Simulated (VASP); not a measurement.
# TaN (P-6m2) in VASP: a series of runs

Runs on TaN. Level: PBE. Tasks: single point.

Program: VASP 6.6.1. These are calculated values, not measurements. Logs are shortened: lines on timing, memory, paths and dates and some standing lists are left out, and cuts for length are marked.

## Step 1: The cell of the first run

It takes space group P-6m2 (No. 187, hexagonal). Conventional cell: a = 2.872 Å, b = 2.872 Å, c = 2.834 Å, α = 90.00°, β = 90.00°, γ = 120.00°. Ta (site symmetry -6m2) has 6 N at 2.18 Å and 8 Ta at 2.83 to 2.87 Å within 2.9 Å. N (site symmetry -6m2) has 6 Ta at 2.18 Å and 8 N at 2.83 to 2.87 Å within 2.9 Å.

## Step 2: Single point, PBE

File INCAR:

```
SYSTEM = TaN
  PREC = Accurate
  ENCUT = 520
  EDIFF = 1E-6
  ISMEAR = -1
  SIGMA = 0.15
  LREAL = .FALSE.
  LASPH = .TRUE.
  NELM = 60
  ALGO = Normal
  ISIF = 2
  LWAVE = .FALSE.
  LCHARG = .FALSE.
  GGA = PE
  NBANDS = 15
```

File KPOINTS:

```
regular mesh
0
G
  18 18 14
  0 0 0
```

File POSCAR:

```
TaN
1.0
    2.8724500424      0.0000000000      0.0000000000
   -1.4362250212      2.4876147078      0.0000000000
    0.0000000000      0.0000000000      2.8338515795
Ta N
1 1
Direct
    0.3333333333      0.6666666667      0.5000000000
    0.0000000000      0.0000000000      0.0000000000
```

Potentials or basis: VASP PAW PBE potentials, release 64 (Ta_pv, N).

Started as:

```console
$ cat potpaw_PBE.64/Ta_pv/POTCAR potpaw_PBE.64/N/POTCAR > POTCAR
$ mpirun -np 1 vasp_std > vasp.out
```

OUTCAR:

```text
SYSTEM = TaN
   PREC = Accurate
   ENCUT = 520
   EDIFF = 1E-6
   ISMEAR = -1
   LREAL = .FALSE.
   LASPH = .TRUE.
   NELM = 60
   ISIF = 2
   GGA = PE

 ion  position               nearest neighbor table
   1  0.333  0.667  0.500-   2 2.18   2 2.18   2 2.18   2 2.18   2 2.18   2 2.18
   2  0.000  0.000  0.000-   1 2.18   1 2.18   1 2.18   1 2.18   1 2.18   1 2.18

  LATTYP: Found a hexagonal cell.
 ALAT       =     2.8724500424
 C/A-ratio  =     0.9865625294

  Lattice vectors:

 A1 = (   2.8724500424,   0.0000000000,   0.0000000000)
 A2 = (  -1.4362250212,   2.4876147078,   0.0000000000)
 A3 = (   0.0000000000,   0.0000000000,   2.8338515795)

Analysis of symmetry for initial positions (statically):
=====================================================================
 Subroutine PRICEL returns:
 Original cell was already a primitive cell.

 Routine SETGRP: Setting up the symmetry group for a
 hexagonal supercell.

 Subroutine GETGRP returns: Found 12 space group operations
 (whereof 12 operations were pure point group operations)
 out of a pool of 24 trial point group operations.

The static configuration has the point symmetry D_3h.

Analysis of symmetry for dynamics (positions and initial velocities):
=====================================================================
 Subroutine PRICEL returns:
 Original cell was already a primitive cell.

 Routine SETGRP: Setting up the symmetry group for a
 hexagonal supercell.

 Subroutine GETGRP returns: Found 12 space group operations
 (whereof 12 operations were pure point group operations)
 out of a pool of 24 trial point group operations.

The dynamic configuration has the point symmetry D_3h.

 Subroutine INISYM returns: Found 12 space group operations
 (whereof 12 operations are pure point group operations),
 and found     1 'primitive' translations

----------------------------------------------------------------------------------------

                                     Primitive cell

  volume of cell :      20.2494

  direct lattice vectors                    reciprocal lattice vectors
     2.872450042  0.000000000  0.000000000     0.348134862  0.200995756  0.000000000
    -1.436225021  2.487614708  0.000000000     0.000000000  0.401991513  0.000000000
     0.000000000  0.000000000  2.833851580     0.000000000  0.000000000  0.352876632

  length of vectors
     2.872450042  2.872450042  2.833851580     0.401991513  0.401991513  0.352876632

  position of ions in fractional coordinates (direct lattice)
     0.333333333  0.666666667  0.500000000
     0.000000000  0.000000000  0.000000000

  ion indices of the primitive-cell ions
   primitive index   ion index
                 1           1
                 2           2

----------------------------------------------------------------------------------------

 KPOINTS: regular mesh

Automatic generation of k-mesh.
 Grid dimensions read from file:
 generate k-points for:   18   18   14

 Generating k-lattice:

  Cartesian coordinates                     Fractional coordinates (reciprocal lattice)
     0.019340826  0.011166431  0.000000000     0.055555556  0.000000000  0.000000000
     0.000000000  0.022332862  0.000000000     0.000000000  0.055555556  0.000000000
     0.000000000  0.000000000  0.025205474     0.000000000  0.000000000  0.071428571

  Length of vectors
     0.022332862  0.022332862  0.025205474

  Shift w.r.t. Gamma in fractional coordinates (k-lattice)
     0.000000000  0.000000000  0.000000000

 Subroutine IBZKPT returns following result:
 ===========================================

 Found    296 irreducible k-points:

 Following reciprocal coordinates:
            Coordinates               Weight
  0.000000  0.000000  0.000000      1.000000
  0.055556 -0.000000  0.000000      6.000000
  0.111111 -0.000000  0.000000      6.000000
  0.166667  0.000000  0.000000      6.000000
  0.222222  0.000000  0.000000      6.000000
  0.277778  0.000000  0.000000      6.000000
[... 16 lines left out ...]
  0.333333  0.111111  0.000000     12.000000
  0.388889  0.111111  0.000000     12.000000
 [... further k-points ...]
   k-points           NKPTS =    296   k-points in BZ     NKDIM =    296   number of bands    NBANDS=     15
   number of dos      NEDOS =    301   number of ions     NIONS =      2
   total plane-waves  NPLWV =  13824
   dimension x,y,z NGX =    24 NGY =   24 NGZ =   24
   dimension x,y,z NGXF=    48 NGYF=   48 NGZF=   48
   ions per type =               1   1
   NGX,Y,Z   is equivalent  to a cutoff of  13.89, 13.89, 14.08 a.u.
   NGXF,Y,Z  is equivalent  to a cutoff of  27.78, 27.78, 28.16 a.u.
 SYSTEM =  TaN
   PREC   = accura    normal or accurate (medium, high low for compatibility)
   ISTART =      0    job   : 0-new  1-cont  2-samecut
   ICHARG =      2    charge: 1-file 2-atom 10-const
   ISPIN  =      1    spin polarized calculation?
   LNONCOLLINEAR =      F non collinear calculations
   LSORBIT =      F    spin-orbit coupling
   LASPH  =      T    aspherical Exc in radial PAW
   ENCUT  =  520.0 eV  38.22 Ry    6.18 a.u.   5.34  5.34  5.27*2*pi/ulx,y,z
   NELM   =     60;   NELMIN=  2; NELMDL= -5     # of ELM steps
   EDIFF  = 0.1E-05   stopping-criterion for ELM
   LREAL  =      F    real-space projection
   EDIFFG = 0.1E-04   stopping-criterion for IOM
   NSW    =      0    number of steps for IOM
   IBRION =     -1    ionic relax: 0-MD 1-quasi-New 2-CG
   NFREE  =      0    steps in history (QN), initial steepest desc. (CG)
   ISIF   =      2    stress and relaxation
   ISYM   =      2    0-nonsym 1-usesym 2-fastsym
   POTIM  = 0.5000    time-step for ionic-motion
   TEBEG  =    0.0;   TEEND  =   0.0 temperature during run
   PSTRESS=    0.0 pullay stress
   NELECT =      16.0000    total number of electrons
   NUPDOWN=      -1.0000    fix difference up-down
   EMIN   =  10.00;   EMAX   =-10.00  energy-range for DOS
   EFERMI =   0.00;   METHOD = LEGACY
   ISMEAR =    -1;   SIGMA  =   0.15  broadening in eV -4-tet -1-fermi 0-gaus
   EFERMI_NEDOS =   21; number of points for ismear=-14 and -15
   IALGO  =     38    algorithm
   IMIX   =      4    mixing-type and parameters
     AMIX     =   0.40;   BMIX     =  1.00
     AMIX_MAG =   1.60;   BMIX_MAG =  1.00
  volume/ion in A,a.u.               =      10.12        68.32
  Fermi-wavevector in a.u.,A,eV,Ry     =   1.513482  2.860066 31.165883  2.290628
  Thomas-Fermi vector in A             =   2.623267
   LORBIT       =      0    0 simple, 1 ext, 2 COOP (PROOUT), +10 PAW based schemes
   GGA     = PE    functional components
   LHFCALC =     F    Hartree Fock is set to
   AEXX    =    0.0000 exact exchange contribution
   IVDW    =     0    specifies the selected vdW correction
   LEPSILON=     F    determine dielectric tensor
   LRPA    =     F    only Hartree local field effects (RPA)
 non-spin polarized calculation
  energy-cutoff  :      520.00
  volume of cell :       20.25
 maximum number of plane-waves:       574
 NGX is ok and might be reduce to    24
   NGX = 11   NGY = 11   NGZ = 11

 number of electron      15.9999998 magnetization

 Free energy of the ion-electron system (eV)
  ---------------------------------------------------
  ext. energy  EPLUGINS =         0.00000000
  ---------------------------------------------------
  free energy    TOTEN  =       -22.30035021 eV

  energy without entropy =      -22.29112811  energy(sigma->0) =      -22.29573916

 E-fermi :   8.9614     XC(G=0): -13.6925

 val. band max:        8.9293147475   @ k =   0.0556  -0.0000   0.5000
 cond. band min:       8.9641130060   @ k =   0.0556  -0.0000   0.4286
 fundamental gap:      0.0347982585
 Fermi energy:         8.9614001805

 k-point     1 :       0.0000    0.0000    0.0000
  band No.  band energies     occupation
      1     -25.7608      2.00000
      2     -25.4383      2.00000
      3     -25.4383      2.00000
      4      -9.3367      2.00000
      5       4.1164      2.00000
      6       4.1164      2.00000
      7       4.4002      2.00000
      8       5.8873      2.00000
      9      11.6522      0.00000
     10      12.7699      0.00000
     11      12.7699      0.00000
     12      13.2841      0.00000
     13      13.2841      0.00000
     14      22.4010      0.00000
     15      22.6678      0.00000

 k-point     2 :       0.0556   -0.0000    0.0000
  band No.  band energies     occupation
      1     -25.7552      2.00000
      2     -25.4817      2.00000
      3     -25.4473      2.00000
      4      -9.2636      2.00000
      5       3.8957      2.00000
      6       4.1714      2.00000
      7       4.5166      2.00000
      8       5.7821      2.00000
      9      11.9112      0.00000
     10      12.6130      0.00000
     11      12.7799      0.00000
     12      13.2461      0.00000
     13      13.3794      0.00000
     14      22.3998      0.00000
     15      22.6575      0.00000

 k-point     3 :       0.1111   -0.0000    0.0000
  band No.  band energies     occupation
      1     -25.7393      2.00000
      2     -25.6050      2.00000
      3     -25.4732      2.00000
      4      -9.0532      2.00000
      5       3.3859      2.00000
      6       4.3278      2.00000
      7       4.7797      2.00000
      8       5.4961      2.00000
      9      12.1939      0.00000
     10      12.6037      0.00000
     11      12.8204      0.00000
     12      13.1384      0.00000
     13      13.6258      0.00000
     14      22.3927      0.00000
     15      22.6298      0.00000
[... 343 lines left out ...]
 k-point    23 :       0.3333    0.1111    0.0000
  band No.  band energies     occupation
      1     -26.5688      2.00000
      2     -25.7877      2.00000
      3     -25.5903      2.00000
      4      -7.0004      2.00000
      5       0.6905      2.00000
      6       3.5818      2.00000
      7       4.6158      2.00000
      8       6.4371      2.00000
      9      11.5088      0.00000
     10      11.5295      0.00000
     11      14.2480      0.00000
     12      15.3599      0.00000
     13      17.3272      0.00000
     14      22.4824      0.00000
     15      22.9577      0.00000

 k-point    24 :       0.3889    0.1111    0.0000
  band No.  band energies     occupation
      1     -26.6582      2.00000
      2     -25.8199      2.00000
      3     -25.5749      2.00000
      4      -6.7694      2.00000
      5       0.4980      2.00000
      6       3.4291      2.00000
      7       4.4700      2.00000
      8       6.4942      2.00000
      9      11.3765      0.00000
     10      12.2716      0.00000
     11      13.9432      0.00000
     12      15.4356      0.00000
     13      18.2415      0.00000
     14      21.9469      0.00000
     15      22.5491      0.00000

 [... further k-points ...]
[... 5 lines left out ...]
  --------------------------------------------------------------------------------------
  -------------------------------------------------------------------------------------
  Total        3.9090528      3.9090528      3.9370587      0.0000000     -0.0000000      0.0000000
  in kB      309.2925208    309.2925208    311.5084101      0.0000000     -0.0000000      0.0000000
  external PRESSURE =     310.0311506 kB  Pullay stress =       0.0000000 kB

 VOLUME and BASIS-vectors are now :
 -----------------------------------------------------------------------------
  energy-cutoff  :      520.00
  volume of cell :       20.25
      direct lattice vectors                 reciprocal lattice vectors
     2.872450042  0.000000000  0.000000000     0.348134862  0.200995756  0.000000000
    -1.436225021  2.487614708  0.000000000     0.000000000  0.401991513  0.000000000
     0.000000000  0.000000000  2.833851580     0.000000000  0.000000000  0.352876632

 POSITION                                       TOTAL-FORCE (eV/Angst)
 -----------------------------------------------------------------------------------
     -0.00000      1.65841      1.41693         0.000000     -0.000000      0.000000
      0.00000      0.00000      0.00000        -0.000000      0.000000      0.000000
 -----------------------------------------------------------------------------------
    total drift:                                0.000000     -0.000000     -0.000000

  FREE ENERGIE OF THE ION-ELECTRON SYSTEM (eV)
  ---------------------------------------------------
  free  energy   TOTEN  =       -22.3003502093 eV

  energy  without entropy=      -22.2911281076  energy(sigma->0) =      -22.29573916
```

Wall time 24 s (1 thread of Intel Xeon 6975P-C (Granite Rapids), shared host); peak memory 0.21 GiB.

What came out:

| Item | Value |
| --- | --- |
| Free energy | -22.3004 eV |
| Pressure | 31.0 GPa |
| Band gap on the k mesh | zero (band 8 reaches 9.11 eV, above the bottom of band 9 at 8.81 eV) |

Levels at points of the mesh, in eV from the Fermi level:
```
           k point  band 5  band 6  band 7  band 8  band 9  band 10  band 11  band 12
(0.00, 0.00, 0.00)   -4.85   -4.85   -4.56   -3.07    2.69     3.81     3.81     4.32
(0.50, 0.00, 0.00)   -8.67   -5.60   -3.79   -3.31    3.21     4.41     5.52     5.77
(0.00, 0.00, 0.50)   -9.78   -3.98   -3.98   -0.15   -0.15     2.47     3.52     3.52
(0.50, 0.00, 0.50)   -7.73   -6.48   -6.05   -0.29    4.58     5.85     6.54     7.65
```

Caveat: spin-orbit coupling is left out, which moves the levels of the heavy elements.

(Part 1 of 2 ends here.)
